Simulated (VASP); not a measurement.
# BeCd3S4 (P-3m1) in VASP: relaxation of cell and atoms with PBE

Aim: the relaxation of cell and atoms of BeCd3S4 with PBE.

All numbers are computed with VASP 6.6.1; they aren't measurements. Logs are shortened: lines on timing, memory, paths and dates and some standing lists are left out, and cuts for length are marked.

## Step 1: The cell of the first run

Symmetry: P-3m1, No. 164, trigonal system. Conventional cell: a = 3.641 Å, b = 3.641 Å, c = 13.394 Å, α = 90.00°, β = 90.00°, γ = 120.00°. Within 3.7 Å of Be (site symmetry -3m) lie 6 S at 2.70 Å and 2 Cd at 3.39 Å and 6 Be at 3.64 Å. Cd (site symmetry -3m) has 6 S at 2.68 Å and 2 Cd at 3.31 Å within 3.5 Å. Within 3.5 Å of Cd (site symmetry 3m) lie 6 S at 2.68 to 2.70 Å and 1 Cd at 3.31 Å and 1 Be at 3.39 Å. S (site symmetry 3m) has 3 Be at 2.70 Å and 3 Cd at 2.70 Å and 6 S at 3.64 Å within 3.7 Å. Within 3.5 Å of S (site symmetry 3m) lie 6 Cd at 2.68 Å.

The cell was built from a structure type or drawn by symmetry, and may not be a known phase.

## Step 2: Relaxation of cell and atoms, PBE

INCAR reads:

```
SYSTEM = BeCd3S4
PREC = Accurate
ENCUT = 600
EDIFF = 1E-7
ISMEAR = 0
SIGMA = 0.15
LREAL = .FALSE.
LASPH = .TRUE.
NELM = 120
ALGO = Normal
ISIF = 3
LWAVE = .FALSE.
LCHARG = .FALSE.
GGA = PE
IBRION = 2
NSW = 36
EDIFFG = -0.08
GGA_COMPAT = .FALSE.
NELMIN = 4
```

KPOINTS reads:

```
Automatic mesh
0
G
  4 4 1
  0 0 0
```

POSCAR reads:

```
BeCd3S4
1.0
    3.6405002300      0.0000000000      0.0000000000
   -1.8202501100      3.1527656800      0.0000000000
    0.0000000000      0.0000000000     13.3941090800
Be Cd S
1 3 4
Direct
    0.0000000000      0.0000000000      0.0000000000
    0.0000000000      0.0000000000      0.5000000000
    0.0000000000      0.0000000000      0.2528629900
    0.0000000000      0.0000000000      0.7471370100
    0.3333333300      0.6666666700      0.8739230000
    0.3333333300      0.6666666700      0.3764269900
    0.6666666700      0.3333333300      0.1260770000
    0.6666666700      0.3333333300      0.6235730100
```

Potentials or basis: VASP PAW PBE potentials, release 64 (Be, Cd, S).

Run with:

```bash
> cat potpaw_PBE.64/Be/POTCAR potpaw_PBE.64/Cd/POTCAR potpaw_PBE.64/S/POTCAR > POTCAR
> mpirun -np 1 vasp_std > vasp.out
```

OUTCAR:

```text
SYSTEM = BeCd3S4
   PREC = Accurate
   ENCUT = 600
   EDIFF = 1E-7
   ISMEAR = 0
   LREAL = .FALSE.
   LASPH = .TRUE.
   NELM = 120
   ISIF = 3
   GGA = PE
   IBRION = 2
   NSW = 36
   EDIFFG = -0.08
   NELMIN = 4

 ion  position               nearest neighbor table
   1  0.000  0.000  0.000-
   2  0.000  0.000  0.500-   6 2.68   8 2.68   6 2.68   8 2.68   8 2.68   6 2.68   3 3.31   4 3.31

   3  0.000  0.000  0.253-   6 2.68   6 2.68   6 2.68   7 2.70   7 2.70   7 2.70   2 3.31
   4  0.000  0.000  0.747-   8 2.68   8 2.68   8 2.68   5 2.70   5 2.70   5 2.70   2 3.31
   5  0.333  0.667  0.874-   4 2.70   4 2.70   4 2.70
   6  0.333  0.667  0.376-   3 2.68   3 2.68   3 2.68   2 2.68   2 2.68   2 2.68
   7  0.667  0.333  0.126-   3 2.70   3 2.70   3 2.70
   8  0.667  0.333  0.624-   4 2.68   4 2.68   4 2.68   2 2.68   2 2.68   2 2.68

  LATTYP: Found a hexagonal cell.
 ALAT       =     3.6405002300
 C/A-ratio  =     3.6791946803

  Lattice vectors:

 A1 = (   3.6405002300,   0.0000000000,   0.0000000000)
 A2 = (  -1.8202501100,   3.1527656800,   0.0000000000)
 A3 = (   0.0000000000,   0.0000000000,  13.3941090800)

Analysis of symmetry for initial positions (statically):
=====================================================================
 Subroutine PRICEL returns:
 Original cell was already a primitive cell.

 Routine SETGRP: Setting up the symmetry group for a
 hexagonal supercell.

 Subroutine GETGRP returns: Found 12 space group operations
 (whereof 12 operations were pure point group operations)
 out of a pool of 24 trial point group operations.

The static configuration has the point symmetry D_3d.

Analysis of symmetry for dynamics (positions and initial velocities):
=====================================================================
 Subroutine PRICEL returns:
 Original cell was already a primitive cell.

 Routine SETGRP: Setting up the symmetry group for a
 hexagonal supercell.

 Subroutine GETGRP returns: Found 12 space group operations
 (whereof 12 operations were pure point group operations)
 out of a pool of 24 trial point group operations.

The dynamic configuration has the point symmetry D_3d.

 Subroutine INISYM returns: Found 12 space group operations
 (whereof 12 operations are pure point group operations),
 and found     1 'primitive' translations

----------------------------------------------------------------------------------------

                                     Primitive cell

  volume of cell :     153.7328

  direct lattice vectors                    reciprocal lattice vectors
     3.640500230  0.000000000  0.000000000     0.274687526  0.158590916  0.000000000
    -1.820250110  3.152765680  0.000000000     0.000000000  0.317181834  0.000000000
     0.000000000  0.000000000 13.394109080     0.000000000  0.000000000  0.074659688

  length of vectors
     3.640500230  3.640500226 13.394109080     0.317181833  0.317181834  0.074659688

  position of ions in fractional coordinates (direct lattice)
     0.000000000  0.000000000  0.000000000
     0.000000000  0.000000000  0.500000000
     0.000000000  0.000000000  0.252862990
     0.000000000  0.000000000  0.747137010
     0.333333330  0.666666670  0.873923000
     0.333333330  0.666666670  0.376426990
     0.666666670  0.333333330  0.126077000
     0.666666670  0.333333330  0.623573010

  ion indices of the primitive-cell ions
   primitive index   ion index
                 1           1
                 2           2
                 3           3
                 4           4
                 5           5
                 6           6
                 7           7
                 8           8

----------------------------------------------------------------------------------------

 KPOINTS: Automatic mesh

Automatic generation of k-mesh.
 Grid dimensions read from file:
 generate k-points for:    4    4    1

 Generating k-lattice:

  Cartesian coordinates                     Fractional coordinates (reciprocal lattice)
     0.068671881  0.039647729  0.000000000     0.250000000 -0.000000000  0.000000000
     0.000000000  0.079295458  0.000000000     0.000000000  0.250000000  0.000000000
     0.000000000  0.000000000  0.074659688     0.000000000  0.000000000  1.000000000

  Length of vectors
     0.079295458  0.079295458  0.074659688

  Shift w.r.t. Gamma in fractional coordinates (k-lattice)
     0.000000000  0.000000000  0.000000000

 Subroutine IBZKPT returns following result:
 ===========================================

 Found      4 irreducible k-points:

 Following reciprocal coordinates:
            Coordinates               Weight
  0.000000  0.000000  0.000000      1.000000
  0.250000  0.000000  0.000000      6.000000
  0.500000  0.000000  0.000000      3.000000
  0.250000  0.250000  0.000000      6.000000
   k-points           NKPTS =      4   k-points in BZ     NKDIM =      4   number of bands    NBANDS=     37
   number of dos      NEDOS =    301   number of ions     NIONS =      8
   total plane-waves  NPLWV =  97200
   dimension x,y,z NGX =    30 NGY =   30 NGZ =  108
   dimension x,y,z NGXF=    60 NGYF=   60 NGZF=  216
   ions per type =               1   3   4
   NGX,Y,Z   is equivalent  to a cutoff of  13.70, 13.70, 13.40 a.u.
   NGXF,Y,Z  is equivalent  to a cutoff of  27.40, 27.40, 26.81 a.u.
 SYSTEM =  BeCd3S4
   PREC   = accura    normal or accurate (medium, high low for compatibility)
   ISTART =      0    job   : 0-new  1-cont  2-samecut
   ICHARG =      2    charge: 1-file 2-atom 10-const
   ISPIN  =      1    spin polarized calculation?
   LNONCOLLINEAR =      F non collinear calculations
   LSORBIT =      F    spin-orbit coupling
   LASPH  =      T    aspherical Exc in radial PAW
   ENCUT  =  600.0 eV  44.10 Ry    6.64 a.u.   7.27  7.27 26.75*2*pi/ulx,y,z
   NELM   =    120;   NELMIN=  4; NELMDL= -5     # of ELM steps
   EDIFF  = 0.1E-06   stopping-criterion for ELM
   LREAL  =      F    real-space projection
   EDIFFG = -.8E-01   stopping-criterion for IOM
   NSW    =     36    number of steps for IOM
   IBRION =      2    ionic relax: 0-MD 1-quasi-New 2-CG
   NFREE  =      1    steps in history (QN), initial steepest desc. (CG)
   ISIF   =      3    stress and relaxation
   ISYM   =      2    0-nonsym 1-usesym 2-fastsym
   POTIM  = 0.5000    time-step for ionic-motion
   TEBEG  =    0.0;   TEEND  =   0.0 temperature during run
   PSTRESS=    0.0 pullay stress
   NELECT =      62.0000    total number of electrons
   NUPDOWN=      -1.0000    fix difference up-down
   EMIN   =  10.00;   EMAX   =-10.00  energy-range for DOS
   EFERMI =   0.00;   METHOD = LEGACY
   ISMEAR =     0;   SIGMA  =   0.15  broadening in eV -4-tet -1-fermi 0-gaus
   EFERMI_NEDOS =   21; number of points for ismear=-14 and -15
   IALGO  =     38    algorithm
   IMIX   =      4    mixing-type and parameters
     AMIX     =   0.40;   BMIX     =  1.00
     AMIX_MAG =   1.60;   BMIX_MAG =  1.00
  volume/ion in A,a.u.               =      19.22       129.68
  Fermi-wavevector in a.u.,A,eV,Ry     =   1.209530  2.285680 19.904807  1.462962
  Thomas-Fermi vector in A             =   2.345104
   LORBIT       =      0    0 simple, 1 ext, 2 COOP (PROOUT), +10 PAW based schemes
   GGA     = PE    functional components
   LHFCALC =     F    Hartree Fock is set to
   AEXX    =    0.0000 exact exchange contribution
   IVDW    =     0    specifies the selected vdW correction
   LEPSILON=     F    determine dielectric tensor
   LRPA    =     F    only Hartree local field effects (RPA)
 conjugate gradient relaxation of ions
 non-spin polarized calculation
 Gauss-broadening in eV      SIGMA  =   0.15
  energy-cutoff  :      600.00
  volume of cell :      153.73
 maximum number of plane-waves:      5171
 NGX is ok and might be reduce to    30
   NGX = 15   NGY = 15   NGZ = 53

--------------------------------------- Ionic step        1  -------------------------------------------

 number of electron      62.0000009 magnetization

 Free energy of the ion-electron system (eV)
  ---------------------------------------------------
  ext. energy  EPLUGINS =         0.00000000
  ---------------------------------------------------
  free energy    TOTEN  =       -24.28911521 eV

  energy without entropy =      -24.28898766  energy(sigma->0) =      -24.28905143

------------------------ aborting loop because EDIFF is reached ----------------------------------------

  FORCE on cell =-STRESS in cart. coord.  units (eV):
  Direction    XX          YY          ZZ          XY          YZ          ZX
  --------------------------------------------------------------------------------------
  -------------------------------------------------------------------------------------
  Total        4.6357804      4.6357804     -5.5318607      0.0000000      0.0000000     -0.0000000
  in kB       48.3133161     48.3133160    -57.6521134      0.0000001      0.0000000     -0.0000000
  external PRESSURE =      12.9915062 kB  Pullay stress =       0.0000000 kB
[... 107 lines left out ...]
  FREE ENERGIE OF THE ION-ELECTRON SYSTEM (eV)
  ---------------------------------------------------
  free  energy   TOTEN  =       -25.1503224966 eV

  energy  without entropy=      -25.1503122000  energy(sigma->0) =      -25.15031735

[... ionic steps 4 to 8 ...]

--------------------------------------- Ionic step        9  -------------------------------------------

 number of electron      61.9999989 magnetization

------------------------ aborting loop because EDIFF is reached ----------------------------------------
[... 79 lines left out ...]
--------------------------------------- Ionic step       11  -------------------------------------------

 number of electron      61.9999992 magnetization

 Free energy of the ion-electron system (eV)
  ---------------------------------------------------
  ext. energy  EPLUGINS =         0.00000000
  ---------------------------------------------------
  free energy    TOTEN  =       -25.56713045 eV

  energy without entropy =      -25.56713039  energy(sigma->0) =      -25.56713042

 E-fermi :   3.9867     XC(G=0): -10.3401

 val. band max:        3.4450330688   @ k =   0.0000   0.0000   0.0000
 cond. band min:       4.5081810398   @ k =   0.0000   0.0000   0.0000
 fundamental gap:      1.0631479709
 Fermi energy:         3.9866859818

 k-point     1 :       0.0000    0.0000    0.0000
  band No.  band energies     occupation
      1      -9.7857      2.00000
      2      -9.2714      2.00000
      3      -9.0141      2.00000
      4      -8.3137      2.00000
      5      -4.6486      2.00000
      6      -4.6177      2.00000
[... 29 lines left out ...]
     36       8.5731      0.00000
     37       8.5731      0.00000

 k-point     2 :       0.2500    0.0000    0.0000
  band No.  band energies     occupation
      1      -9.2927      2.00000
      2      -8.9189      2.00000
      3      -8.7268      2.00000
      4      -8.2041      2.00000
      5      -4.6093      2.00000
      6      -4.5855      2.00000
[... 29 lines left out ...]
     36       8.0695      0.00000
     37       9.4124      0.00000

 k-point     3 :       0.5000    0.0000    0.0000
  band No.  band energies     occupation
      1      -8.5956      2.00000
      2      -8.5797      2.00000
      3      -8.3701      2.00000
      4      -8.1154      2.00000
      5      -4.7051      2.00000
      6      -4.6229      2.00000
[... 29 lines left out ...]
     36       7.2244      0.00000
     37       9.0016      0.00000

 k-point     4 :       0.2500    0.2500    0.0000
  band No.  band energies     occupation
      1      -8.6027      2.00000
      2      -8.5010      2.00000
      3      -8.4818      2.00000
      4      -8.1111      2.00000
      5      -4.6847      2.00000
      6      -4.6048      2.00000
[... 64 lines left out ...]
  FREE ENERGIE OF THE ION-ELECTRON SYSTEM (eV)
  ---------------------------------------------------
  free  energy   TOTEN  =       -25.5671304478 eV

  energy  without entropy=      -25.5671303866  energy(sigma->0) =      -25.56713042

 reached required accuracy - stopping structural energy minimisation
```

Wall time 4.6 min (1 thread of Intel Xeon Platinum 8488C (Sapphire Rapids), shared host); peak memory 0.32 GiB.

What came out:

```
Free energy                           : -25.5671 eV
Relaxed volume                        : 18.83 Å³/atom
Relaxed cell                          : a = 3.725 Å, b = 3.725 Å, c = 12.538 Å, α = 90.00°, β = 90.00°, γ = 120.00°
Space group after relaxing (to 0.1 Å) : P-3m1 (No. 164)
Energy gained by relaxing             : 159.8 meV/atom
Ionic steps                           : 11
Pressure after relaxing               : 0.4 GPa
Largest force after relaxing          : 0.070 eV/Å
Band gap on the k mesh                : 1.06 eV
```

Forces in eV/Å, atoms in the order of the input:
```
Be   0.000  0.000  0.000
Cd   0.000  0.000  0.000
Cd   0.000  0.000 -0.021
Cd   0.000  0.000  0.021
S    0.000  0.000  0.070
S    0.000  0.000  0.000
S    0.000  0.000 -0.070
S    0.000  0.000  0.000
```

The path:
| step | energy change (eV) | largest force (eV/Å) | pressure (GPa) | volume (Å³) |
| --- | --- | --- | --- | --- |
| 1 | 0.0000 | 1.9349 | 1.30 | 153.73 |
| 2 | -0.6225 | 1.3604 | -0.99 | 157.03 |
| 3 | -0.8612 | 0.6774 | -3.04 | 160.87 |
| 4 | -0.8651 | 0.6675 | -2.81 | 160.37 |
| 5 | -1.0632 | 0.6034 | 0.74 | 151.90 |
| 6 | -1.0727 | 0.5811 | 1.97 | 149.52 |
| 7 | -1.2305 | 0.3249 | 0.89 | 150.33 |
| 8 | -1.2553 | 0.3239 | 0.38 | 150.79 |
| 9 | -1.2757 | 0.1244 | -0.39 | 152.17 |
| 10 | -1.2764 | 0.0873 | -0.55 | 152.49 |
| 11 | -1.2780 | 0.0698 | 0.41 | 150.65 |

Final structure:
```yaml
crystal:
  lattice:
    - [3.72481, 0.00000, 0.00000]
    - [-1.86241, 3.22578, 0.00000]
    - [0.00000, 0.00000, 12.53832]
  atoms:
    - { symbol: Be, position: [0.00000, 0.00000, 0.00000] }
    - { symbol: Cd, position: [0.00000, 0.00000, 0.50000] }
    - { symbol: Cd, position: [0.00000, 0.00000, 0.23457] }
    - { symbol: Cd, position: [0.00000, 0.00000, 0.76543] }
    - { symbol: S, position: [0.33333, 0.66667, 0.90287] }
    - { symbol: S, position: [0.33333, 0.66667, 0.36707] }
    - { symbol: S, position: [0.66667, 0.33333, 0.09713] }
    - { symbol: S, position: [0.66667, 0.33333, 0.63293] }
```

Caveat: the k points lie up to 0.50 Å⁻¹ apart in the final cell; the relaxation stopped at a loose force limit of 0.08 eV/Å, so its end isn't a converged minimum.
